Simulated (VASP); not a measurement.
# Au (P6_3/mmc) in VASP: further runs

Runs on Au. Level: PBE. Tasks: relaxation of cell and atoms.

All numbers are computed with VASP 6.6.1; they aren't measurements. Logs are shortened: lines on timing, memory, paths and dates and some standing lists are left out, and cuts for length are marked.

**1. The cell of the first run**

The structure is hexagonal, space group P6_3/mmc (No. 194). Conventional cell: a = 2.942 Å, b = 2.942 Å, c = 4.766 Å, α = 90.00°, β = 90.00°, γ = 120.00°. Within 3.9 Å of Au (site symmetry -6m2) lie 12 Au at 2.93 to 2.94 Å.

This isn't the form of Au at room conditions, which is fcc.

**2. Relaxation of cell and atoms, PBE, target pressure 0.86 GPa, at which the enthalpy is minimised**

The input, INCAR:

```
SYSTEM = Au
PREC = Accurate ; ENCUT = 600
EDIFF = 1E-7 ; ISMEAR = -1
SIGMA = 0.08 ; LREAL = .FALSE.
LASPH = .TRUE. ; NELM = 100
ALGO = Normal ; ISIF = 3
LWAVE = .FALSE. ; LCHARG = .FALSE.
GGA = PE ; IBRION = 2
NSW = 60 ; EDIFFG = -0.005
PSTRESS = 8.6
```

The input, KPOINTS:

```
regular mesh
0
G
  15 15 8
  0 0 0
```

The input, POSCAR:

```
Au
1.0
    2.9419141887      0.0000000000      0.0000000000
   -1.4709570944      2.5477724232      0.0000000000
    0.0000000000      0.0000000000      4.7659009857
Au
2
Direct
    0.3333333333      0.6666666667      0.2500000000
    0.6666666667      0.3333333333      0.7500000000
```

Potentials or basis: VASP PAW PBE potentials, release 64 (Au).

Started as:

```sh
$ cat potpaw_PBE.64/Au/POTCAR > POTCAR
$ mpirun -np 1 vasp_std > vasp.out
```

OUTCAR:

```text
SYSTEM = Au
   PREC = Accurate
   ENCUT = 600
   EDIFF = 1E-7
   ISMEAR = -1
   LREAL = .FALSE.
   LASPH = .TRUE.
   NELM = 100
   ISIF = 3
   GGA = PE
   IBRION = 2
   NSW = 60
   EDIFFG = -0.005
   PSTRESS = 8.6

 ion  position               nearest neighbor table
   1  0.333  0.667  0.250-   2 2.93   2 2.93   2 2.93   2 2.93   2 2.93   2 2.93
   2  0.667  0.333  0.750-   1 2.93   1 2.93   1 2.93   1 2.93   1 2.93   1 2.93

  LATTYP: Found a hexagonal cell.
 ALAT       =     2.9419141887
 C/A-ratio  =     1.6200000000

  Lattice vectors:

 A1 = (   2.9419141887,   0.0000000000,   0.0000000000)
 A2 = (  -1.4709570944,   2.5477724232,   0.0000000000)
 A3 = (   0.0000000000,   0.0000000000,   4.7659009857)

Analysis of symmetry for initial positions (statically):
=====================================================================
 Subroutine PRICEL returns:
 Original cell was already a primitive cell.

 Routine SETGRP: Setting up the symmetry group for a
 hexagonal supercell.

 Subroutine GETGRP returns: Found 24 space group operations
 (whereof 12 operations were pure point group operations)
 out of a pool of 24 trial point group operations.

The static configuration has the point symmetry D_3d.
 The point group associated with its full space group is D_6h.

Analysis of symmetry for dynamics (positions and initial velocities):
=====================================================================
 Subroutine PRICEL returns:
 Original cell was already a primitive cell.

 Routine SETGRP: Setting up the symmetry group for a
 hexagonal supercell.

 Subroutine GETGRP returns: Found 24 space group operations
 (whereof 12 operations were pure point group operations)
 out of a pool of 24 trial point group operations.

The dynamic configuration has the point symmetry D_3d.
 The point group associated with its full space group is D_6h.

 Subroutine INISYM returns: Found 24 space group operations
 (whereof 12 operations are pure point group operations),
 and found     1 'primitive' translations

----------------------------------------------------------------------------------------

                                     Primitive cell

  volume of cell :      35.7220

  direct lattice vectors                    reciprocal lattice vectors
     2.941914189  0.000000000  0.000000000     0.339914741  0.196249867  0.000000000
    -1.470957094  2.547772423  0.000000000     0.000000000  0.392499735  0.000000000
     0.000000000  0.000000000  4.765900986     0.000000000  0.000000000  0.209823914

  length of vectors
     2.941914189  2.941914189  4.765900986     0.392499735  0.392499735  0.209823914

  position of ions in fractional coordinates (direct lattice)
     0.333333333  0.666666667  0.250000000
     0.666666667  0.333333333  0.750000000

  ion indices of the primitive-cell ions
   primitive index   ion index
                 1           1
                 2           2

----------------------------------------------------------------------------------------

 KPOINTS: regular mesh

Automatic generation of k-mesh.
 Grid dimensions read from file:
 generate k-points for:   15   15    8

 Generating k-lattice:

  Cartesian coordinates                     Fractional coordinates (reciprocal lattice)
     0.022660983  0.013083324  0.000000000     0.066666667  0.000000000  0.000000000
     0.000000000  0.026166649  0.000000000     0.000000000  0.066666667  0.000000000
     0.000000000  0.000000000  0.026227989     0.000000000  0.000000000  0.125000000

  Length of vectors
     0.026166649  0.026166649  0.026227989

  Shift w.r.t. Gamma in fractional coordinates (k-lattice)
     0.000000000  0.000000000  0.000000000

 Subroutine IBZKPT returns following result:
 ===========================================

 Found    135 irreducible k-points:

 Following reciprocal coordinates:
            Coordinates               Weight
  0.000000  0.000000  0.000000      1.000000
  0.066667  0.000000  0.000000      6.000000
  0.133333  0.000000  0.000000      6.000000
  0.200000  0.000000  0.000000      6.000000
  0.266667  0.000000  0.000000      6.000000
  0.333333  0.000000  0.000000      6.000000
[... 16 lines left out ...]
  0.333333  0.200000  0.000000     12.000000
  0.400000  0.200000  0.000000      6.000000
 [... further k-points ...]
   k-points           NKPTS =    135   k-points in BZ     NKDIM =    135   number of bands    NBANDS=     15
   number of dos      NEDOS =    301   number of ions     NIONS =      2
   total plane-waves  NPLWV =  23040
   dimension x,y,z NGX =    24 NGY =   24 NGZ =   40
   dimension x,y,z NGXF=    48 NGYF=   48 NGZF=   80
   ions per type =               2
   NGX,Y,Z   is equivalent  to a cutoff of  13.56, 13.56, 13.95 a.u.
   NGXF,Y,Z  is equivalent  to a cutoff of  27.12, 27.12, 27.91 a.u.
 SYSTEM =  Au
   PREC   = accura    normal or accurate (medium, high low for compatibility)
   ISTART =      0    job   : 0-new  1-cont  2-samecut
   ICHARG =      2    charge: 1-file 2-atom 10-const
   ISPIN  =      1    spin polarized calculation?
   LNONCOLLINEAR =      F non collinear calculations
   LSORBIT =      F    spin-orbit coupling
   LASPH  =      T    aspherical Exc in radial PAW
   ENCUT  =  600.0 eV  44.10 Ry    6.64 a.u.   5.88  5.88  9.52*2*pi/ulx,y,z
   NELM   =    100;   NELMIN=  2; NELMDL= -5     # of ELM steps
   EDIFF  = 0.1E-06   stopping-criterion for ELM
   LREAL  =      F    real-space projection
   EDIFFG = -.5E-02   stopping-criterion for IOM
   NSW    =     60    number of steps for IOM
   IBRION =      2    ionic relax: 0-MD 1-quasi-New 2-CG
   NFREE  =      1    steps in history (QN), initial steepest desc. (CG)
   ISIF   =      3    stress and relaxation
   ISYM   =      2    0-nonsym 1-usesym 2-fastsym
   POTIM  = 0.5000    time-step for ionic-motion
   TEBEG  =    0.0;   TEEND  =   0.0 temperature during run
   PSTRESS=    8.6 pullay stress
   NELECT =      22.0000    total number of electrons
   NUPDOWN=      -1.0000    fix difference up-down
   EMIN   =  10.00;   EMAX   =-10.00  energy-range for DOS
   EFERMI =   0.00;   METHOD = LEGACY
   ISMEAR =    -1;   SIGMA  =   0.08  broadening in eV -4-tet -1-fermi 0-gaus
   EFERMI_NEDOS =   21; number of points for ismear=-14 and -15
   IALGO  =     38    algorithm
   IMIX   =      4    mixing-type and parameters
     AMIX     =   0.40;   BMIX     =  1.00
     AMIX_MAG =   1.60;   BMIX_MAG =  1.00
  volume/ion in A,a.u.               =      17.86       120.53
  Fermi-wavevector in a.u.,A,eV,Ry     =   1.392848  2.632102 26.395664  1.940027
  Thomas-Fermi vector in A             =   2.516551
   LORBIT       =      0    0 simple, 1 ext, 2 COOP (PROOUT), +10 PAW based schemes
   GGA     = PE    functional components
   LHFCALC =     F    Hartree Fock is set to
   AEXX    =    0.0000 exact exchange contribution
   IVDW    =     0    specifies the selected vdW correction
   LEPSILON=     F    determine dielectric tensor
   LRPA    =     F    only Hartree local field effects (RPA)
 conjugate gradient relaxation of ions
 non-spin polarized calculation
  energy-cutoff  :      600.00
  volume of cell :       35.72
 maximum number of plane-waves:      1209
 NGX is ok and might be reduce to    24

--------------------------------------- Ionic step        1  -------------------------------------------

 number of electron      21.9999999 magnetization

 Free energy of the ion-electron system (eV)
  ---------------------------------------------------
  ext. energy  EPLUGINS =         0.00000000
  ---------------------------------------------------
  free energy    TOTEN  =        -6.43010508 eV

  energy without entropy =       -6.41623481  energy(sigma->0) =       -6.42316995

------------------------ aborting loop because EDIFF is reached ----------------------------------------

  FORCE on cell =-STRESS in cart. coord.  units (eV):
  Direction    XX          YY          ZZ          XY          YZ          ZX
  --------------------------------------------------------------------------------------
  -------------------------------------------------------------------------------------
  Total       -0.0640727     -0.0640727      0.7224761      0.0000000     -0.0000000      0.0000000
  in kB       -2.8737451     -2.8737451     32.4039858      0.0000000     -0.0000000      0.0000000
  external PRESSURE =       0.2854985 kB  Pullay stress =       8.6000000 kB

 VOLUME and BASIS-vectors are now :
 -----------------------------------------------------------------------------
  energy-cutoff  :      600.00
  volume of cell :       35.72
      direct lattice vectors                 reciprocal lattice vectors
     2.941914189  0.000000000  0.000000000     0.339914741  0.196249867  0.000000000
    -1.470957094  2.547772423  0.000000000     0.000000000  0.392499735  0.000000000
     0.000000000  0.000000000  4.765900986     0.000000000  0.000000000  0.209823914
[... 160 lines left out ...]
  FREE ENERGIE OF THE ION-ELECTRON SYSTEM (eV)
  ---------------------------------------------------
  free  energy   TOTEN  =        -6.4407661203 eV

  energy  without entropy=       -6.4306601452  energy(sigma->0) =       -6.43571313

  enthalpy is  TOTEN    =        -6.2491201990 eV   P V=        0.1916459214

--------------------------------------- Ionic step        6  -------------------------------------------

 number of electron      22.0000001 magnetization

 Free energy of the ion-electron system (eV)
  ---------------------------------------------------
  ext. energy  EPLUGINS =         0.00000000
  ---------------------------------------------------
  free energy    TOTEN  =        -6.44087788 eV

  energy without entropy =       -6.43076926  energy(sigma->0) =       -6.43582357

 E-fermi :   8.7152     XC(G=0): -12.4360

 val. band max:        8.5971046285   @ k =   0.1333   0.0000   0.1250
 cond. band min:       8.7396720248   @ k =   0.2000   0.2000   0.3750
 fundamental gap:      0.1425673964
 Fermi energy:         8.7151796965

 k-point     1 :       0.0000    0.0000    0.0000
  band No.  band energies     occupation
      1      -0.6605      2.00000
      2       1.7217      2.00000
      3       4.0877      2.00000
      4       4.3560      2.00000
      5       4.3560      2.00000
      6       4.6401      2.00000
      7       4.6401      2.00000
      8       5.2971      2.00000
      9       5.2971      2.00000
     10       6.5493      2.00000
     11       6.5493      2.00000
     12       7.7742      1.99998
     13      11.1392      0.00000
     14      23.3230      0.00000
     15      24.3505      0.00000
[... 397 lines left out ...]
 k-point    24 :       0.4000    0.2000    0.0000
  band No.  band energies     occupation
      1       2.8508      2.00000
      2       2.9195      2.00000
      3       2.9394      2.00000
      4       4.2025      2.00000
      5       4.3804      2.00000
      6       4.4261      2.00000
      7       4.9474      2.00000
      8       6.3576      2.00000
      9       6.4827      2.00000
     10       6.6330      2.00000
     11      10.2551      0.00000
     12      10.4706      0.00000
     13      14.2711      0.00000
     14      15.8227      0.00000
     15      17.1597      0.00000

 [... further k-points ...]

------------------------ aborting loop because EDIFF is reached ----------------------------------------

  FORCE on cell =-STRESS in cart. coord.  units (eV):
  Direction    XX          YY          ZZ          XY          YZ          ZX
  --------------------------------------------------------------------------------------
  -------------------------------------------------------------------------------------
  Total        0.1944014      0.1944014      0.1917639     -0.0000000     -0.0000000     -0.0000000
  in kB        8.7188069      8.7188069      8.6005185     -0.0000000     -0.0000000     -0.0000000
  external PRESSURE =       0.0793775 kB  Pullay stress =       8.6000000 kB

 VOLUME and BASIS-vectors are now :
 -----------------------------------------------------------------------------
  energy-cutoff  :      600.00
  volume of cell :       35.72
      direct lattice vectors                 reciprocal lattice vectors
     2.905285711  0.000000000 -0.000000000     0.344200227  0.198724093  0.000000000
    -1.452642856  2.516051231  0.000000000    -0.000000000  0.397448187  0.000000000
    -0.000000000 -0.000000000  4.887025058     0.000000000 -0.000000000  0.204623465

 POSITION                                       TOTAL-FORCE (eV/Angst)
 -----------------------------------------------------------------------------------
     -0.00000      1.67737      1.22176         0.000000     -0.000000      0.000000
      1.45264      0.83868      3.66527        -0.000000      0.000000      0.000000
 -----------------------------------------------------------------------------------
    total drift:                                0.000000     -0.000000      0.000000

  FREE ENERGIE OF THE ION-ELECTRON SYSTEM (eV)
  ---------------------------------------------------
  free  energy   TOTEN  =        -6.4408778834 eV

  energy  without entropy=       -6.4307692576  energy(sigma->0) =       -6.43582357

  enthalpy is  TOTEN    =        -6.2491255036 eV   P V=        0.1917523798

 reached required accuracy - stopping structural energy minimisation
```

Run time: 3.8 min. Hardware: 1 thread of Intel Xeon 8259CL, shared host; peak memory 0.23 GiB.

What came out:

| Quantity | Value |
| --- | --- |
| Free energy | -6.4409 eV |
| Energy change on relaxing (the run minimises the enthalpy) | -5.4 meV/atom |
| Ionic steps | 6 |
| Pressure after relaxing | 0.9 GPa |
| Band gap on the k mesh | zero (bands 11 and 12 overlap by 6.65 eV) |

The path:
```
step  energy change (eV)  largest force (eV/Å)  pressure (GPa)  volume (Å³)
   1              0.0000                0.0000            0.89        35.72
   2             -0.0080                0.0000            0.75        35.73
   3             -0.0108                0.0000            0.80        35.74
   4             -0.0108                0.0000            0.81        35.74
   5             -0.0107                0.0000            0.95        35.70
   6             -0.0108                0.0000            0.87        35.72
```

Final structure:
```
CELL_PARAMETERS angstrom
2.90529 0.00000 0.00000
-1.45264 2.51605 0.00000
0.00000 0.00000 4.88703
ATOMIC_POSITIONS crystal
Au 0.33333 0.66667 0.25000
Au 0.66667 0.33333 0.75000
```

Caveat: the cell is relaxed towards a set pressure, so the run minimises the enthalpy, not the energy; spin-orbit coupling is left out, which moves the levels of the heavy elements.

**3. Relaxation of cell and atoms, PBE, target pressure 0.86 GPa, at which the enthalpy is minimised**

This run uses another cell than the first one, of the same volume but with other edges.

The input, INCAR:

```
ALGO = Normal
EDIFF = 1E-6
EDIFFG = -0.005
ENCUT = 600
GGA = PE
IBRION = 2
ISIF = 3
ISMEAR = -1
LASPH = True
LCHARG = False
LREAL = False
LWAVE = False
NELM = 60
NSW = 32
PREC = Accurate
PSTRESS = 8.6
SIGMA = 0.08
```

The input, KPOINTS:

```
k-points
0
Gamma
  15 15 8
```

The input, POSCAR:

```
Au
1.0
    2.9061936474      0.0000000000      0.0000000000
   -1.4530968238      2.5168375270      0.0000000000
    0.0000000000      0.0000000000      4.8902406272
Au
2
Direct
    0.3333333333      0.6666666667      0.2500000000
    0.6666666667      0.3333333333      0.7500000000
```

Potentials or basis: VASP PAW PBE potentials, release 64 (Au).

Started as:

```sh
$ cat potpaw_PBE.64/Au/POTCAR > POTCAR
$ mpirun -np 1 vasp_std > vasp.out
```

It took 2.1 min on 1 thread of Intel Xeon 8259CL, shared host; peak memory 0.23 GiB.

It converged, with:

- Free energy: -6.4410 eV
- Relaxed volume: 17.86 Å³/atom
- Relaxed cell: a = 2.905 Å, b = 2.905 Å, c = 4.888 Å, α = 90.00°, β = 90.00°, γ = 120.00°
- Space group after relaxing (to 0.1 Å): P6_3/mmc (No. 194)
- Energy change on relaxing (the run minimises the enthalpy): +0.1 meV/atom
- Ionic steps: 3
- Pressure after relaxing: 0.9 GPa
- Band gap on the k mesh: zero (bands 11 and 12 overlap by 6.65 eV)

Step by step:
```tsv
step	energy change (eV)	largest force (eV/Å)	pressure (GPa)	volume (Å³)
1	0.0000	0.0000	0.69	35.77
2	0.0006	0.0000	1.09	35.67
3	0.0002	0.0000	0.86	35.73
```

Final structure:
```
Au
1.0
     2.90506    0.00000    0.00000
    -1.45253    2.51585    0.00000
     0.00000    0.00000    4.88811
Au
2
Direct
  0.33333 0.66667 0.25000
  0.66667 0.33333 0.75000
```

Levels at points of the mesh, in eV from the Fermi level:
```tsv
k point	band 9	band 10	band 11	band 12	band 13	band 14
(0.00, 0.00, 0.00)	-3.42	-2.17	-2.17	-0.94	2.42	14.61
(0.00, 0.00, 0.50)	-2.59	-2.59	-2.59	-2.59	10.27	10.27
```

Caveat: the cell is relaxed towards a set pressure, so the run minimises the enthalpy, not the energy; spin-orbit coupling is left out, which moves the levels of the heavy elements.
